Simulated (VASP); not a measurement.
A run of VASP 6.6.1:

Contents of INCAR:

```
ALGO = Normal ; EDIFF = 1E-6
ENCUT = 520 ; GGA = PE
ISIF = 2 ; ISMEAR = 0
LASPH = True ; LCHARG = False
LREAL = False ; LWAVE = False
NBANDS = 15 ; NELM = 80
PREC = Accurate ; SIGMA = 0.1
```

The input KPOINTS:

```
k-points
0
Gamma
  6 6 6
```

Contents of POSCAR:

```
CaSe
1.0
    0.0000000000      2.9560000000      2.9560000000
    2.9560000000      0.0000000000      2.9560000000
    2.9560000000      2.9560000000      0.0000000000
Ca Se
1 1
Direct
    0.0000000000      0.0000000000      0.0000000000
    0.5000000000      0.5000000000      0.5000000000
```

Potentials or basis: VASP PAW PBE potentials, release 64 (Ca_sv, Se).

The run is started by

```sh
$ cat potpaw_PBE.64/Ca_sv/POTCAR potpaw_PBE.64/Se/POTCAR > POTCAR
$ mpirun -np 1 vasp_std > vasp.out
```

Hardware: 1 thread of Intel(R) Xeon(R) 6975P-C (Granite Rapids) (shared host).

Q: Estimate the wall time of this run.

A: Run time: 7.5 s on 1 thread of Intel(R) Xeon(R) 6975P-C (Granite Rapids), with other jobs on the host, peak memory 0.17 GiB. Counts: scf iterations 12, k points 16.
